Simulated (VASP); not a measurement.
A run of VASP 6.6.1:

Contents of INCAR:

```
PREC     = Accurate       # precision mode
ENCUT    = 520            # plane-wave cutoff, eV
EDIFF    = 1E-7           # SCF threshold, eV
ISMEAR   = 0              # smearing method
SIGMA    = 0.15           # smearing width, eV
LREAL    = F              # projectors in reciprocal space
LASPH    = T              # aspherical terms in the spheres
NELM     = 60             # most SCF steps
ALGO     = Fast           # electronic algorithm
ISIF     = 2              # what is computed and relaxed
LWAVE    = F              # write WAVECAR
LCHARG   = F              # write CHGCAR
GGA      = PE             # functional
NBANDS   = 13             # bands
```

Contents of KPOINTS:

```
Automatic mesh
0
Gamma
  22 22 22
```

POSCAR

```
Ru
1.0
    0.0000000000      2.1829881141      1.3735361214
    2.1829881141      0.0000000000      1.3735361214
    2.1829881141      2.1829881141      0.0000000000
Ru
1
Direct
    0.0000000000      0.0000000000      0.0000000000
```

Potentials or basis: VASP PAW PBE potentials, release 64 (Ru_pv).

Command:

```sh
$ cat potpaw_PBE.64/Ru_pv/POTCAR > POTCAR
$ mpirun -np 1 vasp_std > vasp.out
```

Hardware: 1 thread of AMD EPYC 7R43 64-Core Processor (Zen 3) (shared host).

Q: How long does it take, and how much memory?

A: Wall time 2.6 min on 1 thread of AMD EPYC 7R43 64-Core Processor (Zen 3) (shared host), peak memory 0.2 GiB. Counts: scf iterations 14, k points 834.
